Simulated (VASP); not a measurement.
# CdSe (P6_3mc) in VASP: a series of runs

Runs on CdSe. Level: r2SCAN. Tasks: single point.

All numbers are computed with VASP 6.6.1; they aren't measurements. Logs are shortened: lines on timing, memory, paths and dates and some standing lists are left out, and cuts for length are marked.

## 1. The cell of the first run

Symmetry: P6_3mc, No. 186, hexagonal system. Conventional cell: a = 4.191 Å, b = 4.191 Å, c = 6.840 Å, α = 90.00°, β = 90.00°, γ = 120.00°. Cd (site symmetry 3m) has 4 Se at 2.56 to 2.57 Å within 3.4 Å. Within 3.4 Å of Se (site symmetry 3m) lie 4 Cd at 2.56 to 2.57 Å.

## 2. Single point, r2SCAN (strain -0.025 along x and y, -0.025 along z)

The input, POSCAR:

```
CdSe
1.0
    4.1910374164      0.0000000000      0.0000000000
   -2.0955187082      3.6295448708      0.0000000000
    0.0000000000      0.0000000000      6.8398200000
Cd Se
2 2
Direct
    0.6666666667      0.3333333333      0.0000000000
    0.3333333333      0.6666666667      0.5000000000
    0.6666666667      0.3333333333      0.3750000000
    0.3333333333      0.6666666667      0.8750000000
```

The input, INCAR.step1:

```
SYSTEM = CdSe
PREC     = Accurate       ! precision mode
ENCUT    = 520            ! plane-wave cutoff, eV
ISMEAR   = 0              ! smearing method
SIGMA    = 0.05           ! smearing width, eV
LREAL    = .False.        ! projectors in reciprocal space
LASPH    = .True.         ! aspherical terms in the spheres
NELM     = 100            ! most SCF steps
NBANDS   = 26             ! bands
GGA      = PE             ! functional
ALGO     = Normal         ! electronic algorithm
EDIFF    = 1E-4           ! SCF threshold, eV
LWAVE    = .True.         ! write WAVECAR
LCHARG   = .False.        ! write CHGCAR
```

The input, INCAR.step2:

```
SYSTEM = CdSe
PREC     = Accurate       ! precision mode
ENCUT    = 520            ! plane-wave cutoff, eV
EDIFF    = 1E-6           ! SCF threshold, eV
ISMEAR   = 0              ! smearing method
SIGMA    = 0.05           ! smearing width, eV
LREAL    = .False.        ! projectors in reciprocal space
LASPH    = .True.         ! aspherical terms in the spheres
NELM     = 100            ! most SCF steps
ALGO     = Normal         ! electronic algorithm
ISIF     = 2              ! what is computed and relaxed
LWAVE    = .False.        ! write WAVECAR
LCHARG   = .False.        ! write CHGCAR
METAGGA  = R2SCAN         ! meta-GGA
LMIXTAU  = .True.       
NBANDS   = 26             ! bands
ISTART   = 1
```

The input, KPOINTS:

```
Automatic mesh
0
Gamma
  6 6 4
  0 0 0
```

Potentials or basis: VASP PAW PBE potentials, release 64 (Cd, Se).

Command:

```sh
cat potpaw_PBE.64/Cd/POTCAR potpaw_PBE.64/Se/POTCAR > POTCAR
cp INCAR.step1 INCAR
mpirun -np 1 vasp_std > vasp.out
cp INCAR.step2 INCAR
mpirun -np 1 vasp_std > vasp.out
```

OUTCAR:

```text
SYSTEM = CdSe
   PREC = Accurate
   ENCUT = 520
   EDIFF = 1E-6
   ISMEAR = 0
   LREAL = .False.
   LASPH = .True.
   NELM = 100
   ISIF = 2
   METAGGA = R2SCAN
   ISTART = 1

 ion  position               nearest neighbor table
   1  0.667  0.333  0.000-   3 2.56   4 2.57   4 2.57   4 2.57
   2  0.333  0.667  0.500-   4 2.56   3 2.57   3 2.57   3 2.57
   3  0.667  0.333  0.375-   1 2.56   2 2.57   2 2.57   2 2.57
   4  0.333  0.667  0.875-   2 2.56   1 2.57   1 2.57   1 2.57

  LATTYP: Found a hexagonal cell.
 ALAT       =     4.1910374164
 C/A-ratio  =     1.6320111992

  Lattice vectors:

 A1 = (   4.1910374164,   0.0000000000,   0.0000000000)
 A2 = (  -2.0955187082,   3.6295448708,   0.0000000000)
 A3 = (   0.0000000000,   0.0000000000,   6.8398200000)

Analysis of symmetry for initial positions (statically):
=====================================================================
 Subroutine PRICEL returns:
 Original cell was already a primitive cell.

 Routine SETGRP: Setting up the symmetry group for a
 hexagonal supercell.

 Subroutine GETGRP returns: Found 12 space group operations
 (whereof  6 operations were pure point group operations)
 out of a pool of 24 trial point group operations.

The static configuration has the point symmetry C_3v.
 The point group associated with its full space group is C_6v.

Analysis of symmetry for dynamics (positions and initial velocities):
=====================================================================
 Subroutine PRICEL returns:
 Original cell was already a primitive cell.

 Routine SETGRP: Setting up the symmetry group for a
 hexagonal supercell.

 Subroutine GETGRP returns: Found 12 space group operations
 (whereof  6 operations were pure point group operations)
 out of a pool of 24 trial point group operations.

The dynamic configuration has the point symmetry C_3v.
 The point group associated with its full space group is C_6v.

 Subroutine INISYM returns: Found 12 space group operations
 (whereof  6 operations are pure point group operations),
 and found     1 'primitive' translations

----------------------------------------------------------------------------------------

                                     Primitive cell

  volume of cell :     104.0443

  direct lattice vectors                    reciprocal lattice vectors
     4.191037416  0.000000000  0.000000000     0.238604408  0.137758319  0.000000000
    -2.095518708  3.629544871  0.000000000     0.000000000  0.275516638  0.000000000
     0.000000000  0.000000000  6.839820000     0.000000000  0.000000000  0.146202678
[... 86 lines left out ...]
   EDIFFG = 0.1E-04   stopping-criterion for IOM
   NSW    =      0    number of steps for IOM
   IBRION =     -1    ionic relax: 0-MD 1-quasi-New 2-CG
   NFREE  =      0    steps in history (QN), initial steepest desc. (CG)
   ISIF   =      2    stress and relaxation
   ISYM   =      2    0-nonsym 1-usesym 2-fastsym
   POTIM  = 0.5000    time-step for ionic-motion
   TEBEG  =    0.0;   TEEND  =   0.0 temperature during run
   PSTRESS=    0.0 pullay stress
   NELECT =      36.0000    total number of electrons
   NUPDOWN=      -1.0000    fix difference up-down
   EMIN   =  10.00;   EMAX   =-10.00  energy-range for DOS
   EFERMI =   0.00;   METHOD = LEGACY
   ISMEAR =     0;   SIGMA  =   0.05  broadening in eV -4-tet -1-fermi 0-gaus
   EFERMI_NEDOS =   21; number of points for ismear=-14 and -15
   IALGO  =     38    algorithm
   IMIX   =      4    mixing-type and parameters
     AMIX     =   0.40;   BMIX     =  1.00
     AMIX_MAG =   1.60;   BMIX_MAG =  1.00
  volume/ion in A,a.u.               =      26.01       175.53
  Fermi-wavevector in a.u.,A,eV,Ry     =   1.149307  2.171876 17.972038  1.320908
  Thomas-Fermi vector in A             =   2.285978
   LORBIT       =      0    0 simple, 1 ext, 2 COOP (PROOUT), +10 PAW based schemes
   METAGGA = R2SCAN    functional components
   LHFCALC =     F    Hartree Fock is set to
   AEXX    =    0.0000 exact exchange contribution
   IVDW    =     0    specifies the selected vdW correction
   LEPSILON=     F    determine dielectric tensor
   LRPA    =     F    only Hartree local field effects (RPA)
 non-spin polarized calculation
 Gauss-broadening in eV      SIGMA  =   0.05
  energy-cutoff  :      520.00
  volume of cell :      104.04
 maximum number of plane-waves:      2838
 NGX is ok and might be reduce to    32
   NGX = 15   NGY = 15   NGZ = 25

 number of electron      35.9999998 magnetization

 Free energy of the ion-electron system (eV)
  ---------------------------------------------------
  ext. energy  EPLUGINS =         0.00000000
  ---------------------------------------------------
  free energy    TOTEN  =       -71.58701552 eV

  energy without entropy =      -71.58701552  energy(sigma->0) =      -71.58701552

 E-fermi :   1.5480     XC(G=0):  -9.8037

 val. band max:        1.3119615233   @ k =   0.0000   0.0000   0.0000
 cond. band min:       2.6514166587   @ k =   0.0000   0.0000   0.0000
 fundamental gap:      1.3394551354
 Fermi energy:         1.5479804815

 k-point     1 :       0.0000    0.0000    0.0000
  band No.  band energies     occupation
      1     -12.2117      2.00000
      2     -11.7503      2.00000
      3      -7.1533      2.00000
      4      -7.1385      2.00000
      5      -7.1385      2.00000
      6      -7.0458      2.00000
[... 598 lines left out ...]
     25      10.7285      0.00000
     26      10.7285      0.00000

------------------------ aborting loop because EDIFF is reached ----------------------------------------

  FORCE on cell =-STRESS in cart. coord.  units (eV):
  Direction    XX          YY          ZZ          XY          YZ          ZX
  --------------------------------------------------------------------------------------
  -------------------------------------------------------------------------------------
  Total        4.6099040      4.6099040      4.7777162      0.0000000      0.0000000      0.0000000
  in kB       70.9878591     70.9878591     73.5719980      0.0000000      0.0000000      0.0000000
  external PRESSURE =      71.8492387 kB  Pullay stress =       0.0000000 kB

 VOLUME and BASIS-vectors are now :
 -----------------------------------------------------------------------------
  energy-cutoff  :      520.00
  volume of cell :      104.04
      direct lattice vectors                 reciprocal lattice vectors
     4.191037416  0.000000000  0.000000000     0.238604408  0.137758319  0.000000000
    -2.095518708  3.629544871  0.000000000     0.000000000  0.275516638  0.000000000
     0.000000000  0.000000000  6.839820000     0.000000000  0.000000000  0.146202678

 POSITION                                       TOTAL-FORCE (eV/Angst)
 -----------------------------------------------------------------------------------
      2.09552      1.20985      0.00000         0.000000     -0.000000     -0.017834
     -0.00000      2.41970      3.41991        -0.000000      0.000000     -0.017834
      2.09552      1.20985      2.56493        -0.000000      0.000000      0.017834
     -0.00000      2.41970      5.98484        -0.000000      0.000000      0.017834
 -----------------------------------------------------------------------------------
    total drift:                                0.000000      0.000000     -0.001728

  FREE ENERGIE OF THE ION-ELECTRON SYSTEM (eV)
  ---------------------------------------------------
  free  energy   TOTEN  =       -71.5870155178 eV

  energy  without entropy=      -71.5870155178  energy(sigma->0) =      -71.58701552
```

OUTCAR.step1:

```text
SYSTEM = CdSe
   PREC = Accurate
   ENCUT = 520
   ISMEAR = 0
   LREAL = .False.
   LASPH = .True.
   NELM = 100
[... 834 lines left out ...]
     -0.00000      2.41970      3.41991         0.000000     -0.000000     -0.017137
      2.09552      1.20985      2.56493        -0.000000     -0.000000      0.017137
     -0.00000      2.41970      5.98484        -0.000000      0.000000      0.017137
 -----------------------------------------------------------------------------------
    total drift:                                0.000000      0.000000      0.000045

  FREE ENERGIE OF THE ION-ELECTRON SYSTEM (eV)
  ---------------------------------------------------
  free  energy   TOTEN  =       -10.6200027505 eV

  energy  without entropy=      -10.6200027505  energy(sigma->0) =      -10.62000275
```

OSZICAR.step1:

```text
N       E                     dE             d eps       ncg     rms          rms(c)
DAV:   1     0.247364657152E+03    0.24736E+03   -0.17253E+04  1092   0.126E+03
DAV:   2     0.119993770349E+01   -0.24616E+03   -0.23767E+03  1180   0.313E+02
DAV:   3    -0.112603009401E+02   -0.12460E+02   -0.12392E+02  1332   0.714E+01
DAV:   4    -0.113593295734E+02   -0.99029E-01   -0.98953E-01  1192   0.598E+00
DAV:   5    -0.113599250821E+02   -0.59551E-03   -0.59550E-03  1210   0.447E-01    0.105E+01
DAV:   6    -0.106599143396E+02    0.70001E+00   -0.11890E+00  1388   0.116E+01    0.801E+00
DAV:   7    -0.106257418557E+02    0.34172E-01   -0.63460E-01  1160   0.419E+00    0.245E+00
DAV:   8    -0.106196657519E+02    0.60761E-02   -0.80537E-02  1142   0.292E+00    0.466E-01
DAV:   9    -0.106198099117E+02   -0.14416E-03   -0.95653E-03  1172   0.111E+00    0.161E-01
DAV:  10    -0.106199274485E+02   -0.11754E-03   -0.94150E-04  1188   0.348E-01    0.758E-02
DAV:  11    -0.106200027505E+02   -0.75302E-04   -0.15617E-04   946   0.758E-02
   1 F= -.10620003E+02 E0= -.10620003E+02  d E =-.104988E-13
```

Run time: 2.4 min. Hardware: 1 thread of Intel Xeon Platinum 8259CL at 2.50GHz (Skylake/Cascade Lake), shared host; peak memory 0.26 GiB.

Results:

| Property | Result |
| --- | --- |
| Free energy | -71.5870 eV |
| Pressure | 7.2 GPa |
| Largest force | 0.018 eV/Å |
| Band gap on the k mesh | 1.34 eV, direct |

Forces in eV/Å, atoms in the order of the input:
```
Cd   0.000  0.000 -0.018
Cd   0.000  0.000 -0.018
Se   0.000  0.000  0.018
Se   0.000  0.000  0.018
```

Stress tensor (GPa, compression positive):
```
7.10 0.00 0.00
0.00 7.10 0.00
0.00 0.00 7.36
```

Caveat: the cell differs from its parent crystal (strain -0.025 along x and y, -0.025 along z); the PAW data sets were made with another functional, which shifts forces and pressure a little.

[end of part 1 of 3]
